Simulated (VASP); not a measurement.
# TiO2 (I4_1/amd) in VASP: settings compared, part 2 of 2

VASP 6.6.1.

### Step 3. Single point, PBE+U

The input, INCAR:

```
PREC = Accurate ; ENCUT = 910
EDIFF = 1E-6 ; ISMEAR = 0
SIGMA = 0.02 ; LREAL = F
LASPH = T ; NELM = 200
ALGO = Normal ; ISIF = 2
LWAVE = F ; LCHARG = T
LMAXMIX = 4 ; LDAU = T
LDAUTYPE = 2 ; LDAUL = 2 -1
LDAUU = 4 0 ; LDAUJ = 0 0
LDAUPRINT = 1 ; GGA = PE
LELF = T ; LVHAR = T
NBANDS = 33 ; GGA_COMPAT = F
```

The input, KPOINTS:

```
Automatic mesh
0
Gamma
  10 10 10
```

The input, POSCAR:

```
TiO2
1.0
   -1.8998053829      1.8998053829      4.8479185338
    1.8998053829     -1.8998053829      4.8479185338
    1.8998053829      1.8998053829     -4.8479185338
Ti O
2 4
Direct
    0.0000000000      0.0000000000      0.0000000000
    0.7500000000      0.2500000000      0.5000000000
    0.2065089473      0.2065089473      0.0000000000
    0.9565089473      0.4565089473      0.5000000000
    0.5434910527      0.0434910527      0.5000000000
    0.7934910527      0.7934910527      0.0000000000
```

Potentials or basis: VASP PAW PBE potentials, release 64 (Ti_sv, O_h).

Command:

```console
$ cat potpaw_PBE.64/Ti_sv/POTCAR potpaw_PBE.64/O_h/POTCAR > POTCAR
$ mpirun -np 1 vasp_std > vasp.out
```

OUTCAR:

```text
PREC = Accurate
   ENCUT = 910
   EDIFF = 1E-6
   ISMEAR = 0
   LREAL = F
   LASPH = T
   NELM = 200
   ISIF = 2
   GGA = PE

 ion  position               nearest neighbor table
   1  0.000  0.000  0.000-   5 1.95   4 1.95   5 1.95   4 1.95   3 2.00   6 2.00
   2  0.750  0.250  0.500-   6 1.95   3 1.95   6 1.95   3 1.95   4 2.00   5 2.00
   3  0.207  0.207  0.000-   2 1.95   2 1.95   1 2.00
   4  0.957  0.457  0.500-   1 1.95   1 1.95   2 2.00
   5  0.543  0.043  0.500-   1 1.95   1 1.95   2 2.00
   6  0.793  0.793  0.000-   2 1.95   2 1.95   1 2.00

  LATTYP: Found a body centered tetragonal cell.
 ALAT       =     3.7996107658
 C/A-ratio  =     2.5517974512

  Lattice vectors:

 A1 = (  -1.8998053829,   1.8998053829,   4.8479185338)
 A2 = (   1.8998053829,  -1.8998053829,   4.8479185338)
 A3 = (   1.8998053829,   1.8998053829,  -4.8479185338)

Analysis of symmetry for initial positions (statically):
=====================================================================
 Subroutine PRICEL returns:
 Original cell was already a primitive cell.

 Routine SETGRP: Setting up the symmetry group for a
[... 252 lines left out ...]
 fundamental gap:      2.6782633667
 Fermi energy:         3.9510787637

 k-point     1 :       0.0000    0.0000    0.0000
  band No.  band energies     occupation
      1     -53.6345      2.00000
      2     -53.5859      2.00000
      3     -30.0031      2.00000
      4     -29.7965      2.00000
      5     -29.7965      2.00000
      6     -29.7382      2.00000
[... 853 lines left out ...]
     32      10.1520      0.00000
     33      11.0226      0.00000

 [... further k-points ...]

------------------------ aborting loop because EDIFF is reached ----------------------------------------

  FORCE on cell =-STRESS in cart. coord.  units (eV):
  Direction    XX          YY          ZZ          XY          YZ          ZX
  --------------------------------------------------------------------------------------
  -------------------------------------------------------------------------------------
  Total        3.4358942      3.4358942      2.5472295      0.0000000      0.0000000      0.0000000
  in kB       78.6532794     78.6532794     58.3102794      0.0000000      0.0000000      0.0000000
  external PRESSURE =      71.8722794 kB  Pullay stress =       0.0000000 kB

 VOLUME and BASIS-vectors are now :
 -----------------------------------------------------------------------------
  energy-cutoff  :      910.00
  volume of cell :       69.99
      direct lattice vectors                 reciprocal lattice vectors
    -1.899805383  1.899805383  4.847918534     0.000000000  0.263184853  0.103137047
     1.899805383 -1.899805383  4.847918534     0.263184853  0.000000000  0.103137047
     1.899805383  1.899805383 -4.847918534     0.263184853  0.263184853  0.000000000

 POSITION                                       TOTAL-FORCE (eV/Angst)
 -----------------------------------------------------------------------------------
      0.00000      0.00000      0.00000        -0.000000     -0.000000     -0.000000
      0.00000      1.89981      2.42396        -0.000000     -0.000000     -0.000000
      0.00000      0.00000      2.00228         0.000000      0.000000      0.109402
     -0.00000      1.89981      4.42624        -0.000000     -0.000000      0.109402
      0.00000      1.89981      0.42168         0.000000      0.000000     -0.109402
      0.00000      0.00000      7.69356         0.000000      0.000000     -0.109402
 -----------------------------------------------------------------------------------
    total drift:                               -0.000000     -0.000000      0.000000

  FREE ENERGIE OF THE ION-ELECTRON SYSTEM (eV)
  ---------------------------------------------------
  free  energy   TOTEN  =       -48.4989323153 eV

  energy  without entropy=      -48.4989323153  energy(sigma->0) =      -48.49893232
```

OSZICAR:

```text
N       E                     dE             d eps       ncg     rms          rms(c)
DAV:   1     0.866840331123E+03    0.86684E+03   -0.33263E+04  6732   0.249E+03
DAV:   2     0.137395849847E+03   -0.72944E+03   -0.68664E+03  6949   0.635E+02
DAV:   3    -0.536248262864E+02   -0.19102E+03   -0.17826E+03 10599   0.243E+02
DAV:   4    -0.671715604043E+02   -0.13547E+02   -0.13453E+02  9754   0.701E+01
DAV:   5    -0.677279605726E+02   -0.55640E+00   -0.55604E+00  9847   0.132E+01    0.322E+01
DAV:   6    -0.477824726908E+02    0.19945E+02   -0.81491E+01 10059   0.896E+01    0.961E+00
DAV:   7    -0.485678424893E+02   -0.78537E+00   -0.13676E+01  9629   0.234E+01    0.782E+00
DAV:   8    -0.484535489314E+02    0.11429E+00   -0.80868E-01  9300   0.802E+00    0.397E+00
DAV:   9    -0.484966186168E+02   -0.43070E-01   -0.43236E-01  9925   0.477E+00    0.109E+00
DAV:  10    -0.485053719266E+02   -0.87533E-02   -0.73524E-02  9743   0.172E+00    0.793E-01
DAV:  11    -0.485000520515E+02    0.53199E-02   -0.25708E-02  9223   0.209E+00    0.278E-01
DAV:  12    -0.484993672509E+02    0.68480E-03   -0.79099E-03  9185   0.106E+00    0.176E-01
DAV:  13    -0.484989364680E+02    0.43078E-03   -0.97987E-04 10366   0.328E-01    0.395E-02
DAV:  14    -0.484989308869E+02    0.55811E-05   -0.18014E-04 10606   0.864E-02    0.109E-02
DAV:  15    -0.484989348049E+02   -0.39180E-05   -0.18440E-05  9758   0.440E-02    0.175E-02
DAV:  16    -0.484989322775E+02    0.25274E-05   -0.69325E-06  9169   0.331E-02    0.227E-03
DAV:  17    -0.484989323153E+02   -0.37724E-07   -0.36805E-07  5223   0.473E-03
   1 F= -.48498932E+02 E0= -.48498932E+02  d E =-.431800E-21
```

stdout:

```text
POSCAR found type information on POSCAR TiO
 POSCAR found :  2 types and       6 ions
 scaLAPACK will be used
 LDA part: xc-table for (Slater+PW92), standard interpolation
 POSCAR, INCAR and KPOINTS ok, starting setup
 FFT: planning ... GRIDC
 FFT: planning ... GRID_SOFT
 FFT: planning ... GRID
 WAVECAR not read
 entering main loop
```

Run time: 12 min. Hardware: 1 thread of AMD EPYC 9R45 (Zen 5), shared host; peak memory 0.67 GiB.

Results:

```yaml
Free_energy: -48.4989 eV
Pressure: 7.2 GPa
Largest_force: 0.109 eV/Å
Band_gap_on_the_k_mesh: 2.68 eV (least direct gap 3.00 eV)
```

Forces on the atoms (eV/Å):
```
Ti   0.000  0.000  0.000
Ti   0.000  0.000  0.000
O    0.000  0.000  0.109
O    0.000  0.000  0.109
O    0.000  0.000 -0.109
O    0.000  0.000 -0.109
```

Stress tensor (GPa, compression positive):
```
7.87 0.00 0.00
0.00 7.87 0.00
0.00 0.00 5.83
```

Levels at points of the mesh, in eV from the valence-band top:
| k point | band 20 | band 21 | band 22 | band 23 | band 24 | band 25 | band 26 | band 27 | band 28 | band 29 |
| --- | --- | --- | --- | --- | --- | --- | --- | --- | --- | --- |
| (0.00, 0.00, 0.00) | -0.81 | -0.77 | -0.77 | -0.42 | -0.42 | 2.68 | 3.38 | 4.42 | 4.42 | 4.46 |
| (0.50, 0.00, 0.00) | -1.93 | -1.79 | -0.90 | -0.89 | -0.69 | 3.73 | 3.92 | 4.00 | 4.07 | 4.68 |
| (0.50, 0.50, 0.00) | -2.52 | -1.97 | -1.97 | -0.05 | -0.05 | 3.77 | 3.77 | 4.19 | 4.19 | 5.28 |
| (0.50, 0.50, 0.50) | -1.41 | -1.26 | -1.26 | -0.12 | -0.12 | 3.02 | 3.02 | 4.27 | 4.27 | 4.63 |

Eigenvalues of the final occupation matrices:
```
    site  spin  trace               eigenvalues
site 1 d     1   0.80  0.10 0.10 0.11 0.25 0.25
site 1 d     2   0.80  0.10 0.10 0.11 0.25 0.25
site 2 d     1   0.80  0.10 0.10 0.11 0.25 0.25
site 2 d     2   0.80  0.10 0.10 0.11 0.25 0.25
```

Caveat: the cutoff is under 1.25 times the usual one of these potentials, so pressure, stress and relaxed cells hold a basis-set (Pulay) error; the cell stands under pressure. A k mesh can miss the band edges.
